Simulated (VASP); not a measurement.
# Mo (Im-3m) in VASP: notebook

Mo is run at these levels: PBE; tasks: single point, relaxation of cell and atoms.

All numbers are computed with VASP 6.6.1; they aren't measurements. Logs are shortened: lines on timing, memory, paths and dates and some standing lists are left out, and cuts for length are marked.

## 1. The cell of the first run

Symmetry: Im-3m, No. 229, cubic system. Conventional cell: a = 3.160 Å, b = 3.160 Å, c = 3.160 Å, α = 90.00°, β = 90.00°, γ = 90.00°. Mo (site symmetry m-3m) has 14 Mo at 2.74 to 3.16 Å within 3.6 Å.

## 2. Single point, PBE

INCAR

```
PREC = Accurate
ENCUT = 520
EDIFF = 1E-6
ISMEAR = 0
SIGMA = 0.1
LREAL = False
LASPH = True
NELM = 100
ALGO = Fast
ISIF = 2
LWAVE = False
LCHARG = False
GGA = PE
NBANDS = 13
```

KPOINTS

```
Automatic mesh
0
Gamma
  18 18 18
```

POSCAR

```
Mo
1.0
   -1.5802194351      1.5802194351      1.5802194351
    1.5802194351     -1.5802194351      1.5802194351
    1.5802194351      1.5802194351     -1.5802194351
Mo
1
Direct
    0.0000000000      0.0000000000      0.0000000000
```

Potentials or basis: VASP PAW PBE potentials, release 64 (Mo_sv).

Command:

```console
cat potpaw_PBE.64/Mo_sv/POTCAR > POTCAR
mpirun -np 1 vasp_std > vasp.out
```

OUTCAR:

```text
PREC = Accurate
   ENCUT = 520
   EDIFF = 1E-6
   ISMEAR = 0
   LREAL = False
   LASPH = True
   NELM = 100
   ISIF = 2
   GGA = PE

 ion  position               nearest neighbor table
   1  0.000  0.000  0.000-

  LATTYP: Found a body centered cubic cell.
 ALAT       =     3.1604388702

  Lattice vectors:

 A1 = (  -1.5802194351,   1.5802194351,   1.5802194351)
 A2 = (   1.5802194351,  -1.5802194351,   1.5802194351)
 A3 = (   1.5802194351,   1.5802194351,  -1.5802194351)

Analysis of symmetry for initial positions (statically):
=====================================================================
 Subroutine PRICEL returns:
 Original cell was already a primitive cell.

 Routine SETGRP: Setting up the symmetry group for a
 body centered cubic supercell.

 Subroutine GETGRP returns: Found 48 space group operations
 (whereof 48 operations were pure point group operations)
 out of a pool of 48 trial point group operations.

The static configuration has the point symmetry O_h .

Analysis of symmetry for dynamics (positions and initial velocities):
=====================================================================
 Subroutine PRICEL returns:
 Original cell was already a primitive cell.

 Routine SETGRP: Setting up the symmetry group for a
 body centered cubic supercell.

 Subroutine GETGRP returns: Found 48 space group operations
 (whereof 48 operations were pure point group operations)
 out of a pool of 48 trial point group operations.

The dynamic configuration has the point symmetry O_h .

 Subroutine INISYM returns: Found 48 space group operations
 (whereof 48 operations are pure point group operations),
 and found     1 'primitive' translations

----------------------------------------------------------------------------------------

                                     Primitive cell

  volume of cell :      15.7838

  direct lattice vectors                    reciprocal lattice vectors
    -1.580219435  1.580219435  1.580219435     0.000000000  0.316411752  0.316411752
     1.580219435 -1.580219435  1.580219435     0.316411752  0.000000000  0.316411752
     1.580219435  1.580219435 -1.580219435     0.316411752  0.316411752  0.000000000

  length of vectors
     2.737020349  2.737020349  2.737020349     0.447473791  0.447473791  0.447473791

  position of ions in fractional coordinates (direct lattice)
     0.000000000  0.000000000  0.000000000

  ion indices of the primitive-cell ions
   primitive index   ion index
                 1           1

----------------------------------------------------------------------------------------

 KPOINTS: Automatic mesh

Automatic generation of k-mesh.
 Grid dimensions read from file:
 generate k-points for:   18   18   18

 Generating k-lattice:

  Cartesian coordinates                     Fractional coordinates (reciprocal lattice)
     0.000000000  0.017578431  0.017578431     0.055555556  0.000000000  0.000000000
     0.017578431  0.000000000  0.017578431     0.000000000  0.055555556  0.000000000
     0.017578431  0.017578431  0.000000000     0.000000000  0.000000000  0.055555556

  Length of vectors
     0.024859655  0.024859655  0.024859655

  Shift w.r.t. Gamma in fractional coordinates (k-lattice)
     0.000000000  0.000000000  0.000000000

 Subroutine IBZKPT returns following result:
 ===========================================

 Found    195 irreducible k-points:

 Following reciprocal coordinates:
            Coordinates               Weight
  0.000000  0.000000  0.000000      1.000000
  0.055556  0.000000  0.000000     12.000000
  0.111111  0.000000  0.000000     12.000000
  0.166667  0.000000  0.000000     12.000000
  0.222222  0.000000  0.000000     12.000000
  0.277778  0.000000  0.000000     12.000000
[... 16 lines left out ...]
  0.333333  0.111111  0.000000     48.000000
  0.388889  0.111111  0.000000     48.000000
 [... further k-points ...]
   k-points           NKPTS =    195   k-points in BZ     NKDIM =    195   number of bands    NBANDS=     13
   number of dos      NEDOS =    301   number of ions     NIONS =      1
   total plane-waves  NPLWV =   8000
   dimension x,y,z NGX =    20 NGY =   20 NGZ =   20
   dimension x,y,z NGXF=    40 NGYF=   40 NGZF=   40
   ions per type =               1
   NGX,Y,Z   is equivalent  to a cutoff of  12.15, 12.15, 12.15 a.u.
   NGXF,Y,Z  is equivalent  to a cutoff of  24.30, 24.30, 24.30 a.u.
 SYSTEM =  unknown system
   PREC   = accura    normal or accurate (medium, high low for compatibility)
   ISTART =      0    job   : 0-new  1-cont  2-samecut
   ICHARG =      2    charge: 1-file 2-atom 10-const
   ISPIN  =      1    spin polarized calculation?
   LNONCOLLINEAR =      F non collinear calculations
   LSORBIT =      F    spin-orbit coupling
   LASPH  =      T    aspherical Exc in radial PAW
   ENCUT  =  520.0 eV  38.22 Ry    6.18 a.u.   5.09  5.09  5.09*2*pi/ulx,y,z
   NELM   =    100;   NELMIN=  2; NELMDL= -5     # of ELM steps
   EDIFF  = 0.1E-05   stopping-criterion for ELM
   LREAL  =      F    real-space projection
   EDIFFG = 0.1E-04   stopping-criterion for IOM
   NSW    =      0    number of steps for IOM
   IBRION =     -1    ionic relax: 0-MD 1-quasi-New 2-CG
   NFREE  =      0    steps in history (QN), initial steepest desc. (CG)
   ISIF   =      2    stress and relaxation
   ISYM   =      2    0-nonsym 1-usesym 2-fastsym
   POTIM  = 0.5000    time-step for ionic-motion
   TEBEG  =    0.0;   TEEND  =   0.0 temperature during run
   PSTRESS=    0.0 pullay stress
   NELECT =      14.0000    total number of electrons
   NUPDOWN=      -1.0000    fix difference up-down
   EMIN   =  10.00;   EMAX   =-10.00  energy-range for DOS
   EFERMI =   0.00;   METHOD = LEGACY
   ISMEAR =     0;   SIGMA  =   0.10  broadening in eV -4-tet -1-fermi 0-gaus
   EFERMI_NEDOS =   21; number of points for ismear=-14 and -15
   IALGO  =     68    algorithm
   IMIX   =      4    mixing-type and parameters
     AMIX     =   0.40;   BMIX     =  1.00
     AMIX_MAG =   1.60;   BMIX_MAG =  1.00
  volume/ion in A,a.u.               =      15.78       106.51
  Fermi-wavevector in a.u.,A,eV,Ry     =   1.572945  2.972434 33.662922  2.474155
  Thomas-Fermi vector in A             =   2.674303
   LORBIT       =      0    0 simple, 1 ext, 2 COOP (PROOUT), +10 PAW based schemes
   GGA     = PE    functional components
   LHFCALC =     F    Hartree Fock is set to
   AEXX    =    0.0000 exact exchange contribution
   IVDW    =     0    specifies the selected vdW correction
   LEPSILON=     F    determine dielectric tensor
   LRPA    =     F    only Hartree local field effects (RPA)
 non-spin polarized calculation
 RMM-DIIS sequential band-by-band and
 Gauss-broadening in eV      SIGMA  =   0.10
  energy-cutoff  :      520.00
  volume of cell :       15.78
 maximum number of plane-waves:       438
   NGX = 11   NGY = 11   NGZ = 11

 number of electron      14.0000004 magnetization

 Free energy of the ion-electron system (eV)
  ---------------------------------------------------
  ext. energy  EPLUGINS =         0.00000000
  ---------------------------------------------------
  free energy    TOTEN  =       -10.93495336 eV

  energy without entropy =      -10.93230121  energy(sigma->0) =      -10.93362728

 E-fermi :  12.4556     XC(G=0): -13.3359

 val. band max:       12.4360621318   @ k =   0.3889   0.1111   0.0000
 cond. band min:      12.4593548842   @ k =  -0.3889   0.4444   0.2778
 fundamental gap:      0.0232927524
 Fermi energy:        12.4556118716

 k-point     1 :       0.0000    0.0000    0.0000
  band No.  band energies     occupation
      1     -48.8420      2.00000
      2     -22.1302      2.00000
      3     -22.1302      2.00000
      4     -22.1302      2.00000
      5       5.2345      2.00000
      6      11.0925      2.00000
      7      11.0925      2.00000
      8      11.0925      2.00000
      9      14.0825      0.00000
     10      14.0825      0.00000
     11      27.2554      0.00000
     12      27.2554      0.00000
     13      27.2554      0.00000

 k-point     2 :       0.0556    0.0000    0.0000
  band No.  band energies     occupation
      1     -48.8344      2.00000
      2     -22.1740      2.00000
      3     -22.1437      2.00000
      4     -22.1305      2.00000
      5       5.3702      2.00000
      6      11.0161      2.00000
      7      11.0805      2.00000
      8      11.2192      2.00000
      9      13.9688      0.00000
     10      14.0845      0.00000
     11      27.3573      0.00000
     12      27.4836      0.00000
     13      27.5216      0.00000

 k-point     3 :       0.1111    0.0000    0.0000
  band No.  band energies     occupation
      1     -48.8127      2.00000
      2     -22.2990      2.00000
      3     -22.1825      2.00000
      4     -22.1314      2.00000
      5       5.7580      2.00000
      6      10.8037      2.00000
      7      11.0269      2.00000
      8      11.5938      2.00000
      9      13.7175      0.00000
     10      14.0953      0.00000
     11      27.5998      0.00000
     12      28.1491      0.00000
     13      28.1811      0.00000
[... 305 lines left out ...]
 k-point    23 :       0.3333    0.1111    0.0000
  band No.  band energies     occupation
      1     -48.6086      2.00000
      2     -23.3092      2.00000
      3     -22.5560      2.00000
      4     -22.1981      2.00000
      5       7.7120      2.00000
      6       9.3626      2.00000
      7      11.8103      2.00000
      8      13.8633      0.00000
      9      14.8544      0.00000
     10      16.8917      0.00000
     11      24.9993      0.00000
     12      25.8358      0.00000
     13      30.2219      0.00000

 k-point    24 :       0.3889    0.1111    0.0000
  band No.  band energies     occupation
      1     -48.5874      2.00000
      2     -23.4035      2.00000
      3     -22.6013      2.00000
      4     -22.1999      2.00000
      5       7.5800      2.00000
      6       9.2369      2.00000
      7      12.4361      1.21782
      8      13.9827      0.00000
      9      15.1012      0.00000
     10      17.7572      0.00000
     11      24.0219      0.00000
     12      25.1827      0.00000
     13      29.3157      0.00000

 [... further k-points ...]
[... 5 lines left out ...]
  --------------------------------------------------------------------------------------
  -------------------------------------------------------------------------------------
  Total        0.0517153      0.0517153      0.0517153      0.0000000      0.0000000      0.0000000
  in kB        5.2494916      5.2494916      5.2494916      0.0000000      0.0000000      0.0000000
  external PRESSURE =       5.2494916 kB  Pullay stress =       0.0000000 kB

 VOLUME and BASIS-vectors are now :
 -----------------------------------------------------------------------------
  energy-cutoff  :      520.00
  volume of cell :       15.78
      direct lattice vectors                 reciprocal lattice vectors
    -1.580219435  1.580219435  1.580219435     0.000000000  0.316411752  0.316411752
     1.580219435 -1.580219435  1.580219435     0.316411752  0.000000000  0.316411752
     1.580219435  1.580219435 -1.580219435     0.316411752  0.316411752  0.000000000

 POSITION                                       TOTAL-FORCE (eV/Angst)
 -----------------------------------------------------------------------------------
      0.00000      0.00000      0.00000         0.000000      0.000000      0.000000
 -----------------------------------------------------------------------------------
    total drift:                                0.000000     -0.000000      0.000000

  FREE ENERGIE OF THE ION-ELECTRON SYSTEM (eV)
  ---------------------------------------------------
  free  energy   TOTEN  =       -10.9349533568 eV

  energy  without entropy=      -10.9323012070  energy(sigma->0) =      -10.93362728
```

Run time: 24 s. Hardware: 1 thread of Intel Xeon Platinum 8259CL at 2.50GHz (Skylake/Cascade Lake), shared host; peak memory 0.15 GiB.

Results:

```
Free energy            : -10.9350 eV
Pressure               : 0.5 GPa
Band gap on the k mesh : zero (band 7 reaches 16.36 eV, above the bottom of band 8 at 11.09 eV)
```

## 3. Relaxation of cell and atoms, PBE

This run uses another cell than the first one, of 15.51 Å³/atom, 0.983 times its volume.

INCAR

```
SYSTEM = Mo
  PREC = Accurate
  ENCUT = 600
  EDIFF = 1E-6
  ISMEAR = 0
  SIGMA = 0.1
  LREAL = .False.
  LASPH = .True.
  NELM = 100
  ALGO = Normal
  ISIF = 3
  LWAVE = .False.
  LCHARG = .False.
  GGA = PE
  IBRION = 2
  NSW = 100
  EDIFFG = -0.005
```

KPOINTS

```
regular mesh
0
Gamma
  18 18 18
  0 0 0
```

POSCAR

```
Mo
1.0
   -1.5710000000      1.5710000000      1.5710000000
    1.5710000000     -1.5710000000      1.5710000000
    1.5710000000      1.5710000000     -1.5710000000
Mo
1
Direct
    0.0000000000      0.0000000000      0.0000000000
```

Potentials or basis: VASP PAW PBE potentials, release 64 (Mo_sv).

Command:

```console
cat potpaw_PBE.64/Mo_sv/POTCAR > POTCAR
mpirun -np 1 vasp_std > vasp.out
```

It took 66 s on 1 thread of Intel Xeon Platinum 8259CL at 2.50GHz (Skylake/Cascade Lake), shared host; peak memory 0.18 GiB.

Results (log left out):

```yaml
Free_energy: -10.9348 eV
Relaxed_volume: 15.81 Å³/atom
Relaxed_cell: a = 2.738 Å, b = 2.738 Å, c = 2.738 Å, α = 109.47°, β = 109.47°, γ = 109.47°
Space_group_after_relaxing_to_0.05_Å: Im-3m (No. 229)
Energy_gained_by_relaxing: 4.7 meV/atom
Ionic_steps: 4
Pressure_after_relaxing: 0.0 GPa
Band_gap_on_the_k_mesh: zero (band 7 reaches 16.33 eV, above the bottom of band 8 at 11.07 eV)
```

The path:
```
step  energy change (eV)  largest force (eV/Å)  pressure (GPa)  volume (Å³)
   1              0.0000                0.0000            5.18        15.51
   2              0.0294                0.0000          -12.20        16.66
   3             -0.0047                0.0000           -0.10        15.81
   4             -0.0047                0.0000           -0.02        15.81
```

Final structure:
```yaml
crystal:
  lattice:
    - [-1.58103, 1.58103, 1.58103]
    - [1.58103, -1.58103, 1.58103]
    - [1.58103, 1.58103, -1.58103]
  atoms:
    - { symbol: Mo, position: [0.00000, 0.00000, 0.00000] }
```

Levels at points of the mesh, in eV from the Fermi level:
```
           k point  band 5  band 6  band 7  band 8  band 9  band 10
(0.00, 0.00, 0.00)   -7.22   -1.36   -1.36   -1.36    1.62     1.62
(0.50, 0.00, 0.00)   -5.27   -3.37    1.57    1.65    2.27     4.65
(0.50, 0.50, 0.50)   -5.37   -5.37    3.90    3.90    3.90     8.96
```

PBE usually gives volumes a little too large and moduli too small. Zero-point motion and thermal expansion aren't in these numbers.

## 4. Single point, PBE

INCAR

```
SYSTEM = Mo
PREC = Accurate
ENCUT = 520
EDIFF = 1E-6
ISMEAR = 0
SIGMA = 0.15
LREAL = .False.
LASPH = .True.
NELM = 100
ALGO = Fast
ISIF = 2
LWAVE = .False.
LCHARG = .False.
GGA = PE
NBANDS = 13
```

KPOINTS

```
Automatic mesh
0
Gamma
  16 16 16
  0 0 0
```

POSCAR

```
Mo
1.0
   -1.5802194351      1.5802194351      1.5802194351
    1.5802194351     -1.5802194351      1.5802194351
    1.5802194351      1.5802194351     -1.5802194351
Mo
1
Direct
    0.0000000000      0.0000000000      0.0000000000
```

Command:

```console
cat potpaw_PBE.64/Mo_sv/POTCAR > POTCAR
mpirun -np 1 vasp_std > vasp.out
```

It took 22 s on 1 thread of Intel Xeon Platinum 8259CL at 2.50GHz (Skylake/Cascade Lake), shared host; peak memory 0.14 GiB.

Results (log left out):

* Free energy: -10.9427 eV
* Pressure: 0.5 GPa
* Band gap on the k mesh: zero (band 7 reaches 16.37 eV, above the bottom of band 8 at 11.10 eV)

Levels at points of the mesh, in eV from the Fermi level:
| k point | band 5 | band 6 | band 7 | band 8 | band 9 | band 10 |
| --- | --- | --- | --- | --- | --- | --- |
| (0.00, 0.00, 0.00) | -7.20 | -1.34 | -1.34 | -1.34 | 1.65 | 1.65 |
| (0.50, 0.00, 0.00) | -5.26 | -3.35 | 1.59 | 1.67 | 2.30 | 4.68 |
| (0.50, 0.50, 0.50) | -5.36 | -5.36 | 3.93 | 3.93 | 3.93 | 8.99 |

## 5. The runs side by side

```tsv
task	cell	k mesh	cutoff (eV)	smearing	gap on the mesh (eV)	pressure (GPa)
single point	a = 2.737 Å, angles 109.5°, 1 atom	18 × 18 × 18	520	gaussian 0.1 eV	none	0.5
relaxation of cell and atoms	relaxed from a = 2.721 Å, angles 109.5°, 1 atom	18 × 18 × 18	600	gaussian 0.1 eV	none	0.0
single point	a = 2.737 Å, angles 109.5°, 1 atom	16 × 16 × 16	520	gaussian 0.15 eV	none	0.5
```

Alike in all rows: level PBE; potentials or basis VASP PAW PBE potentials, release 64 (Mo_sv); no spin polarisation.

Absolute energies hang on the potentials; compare differences alone.
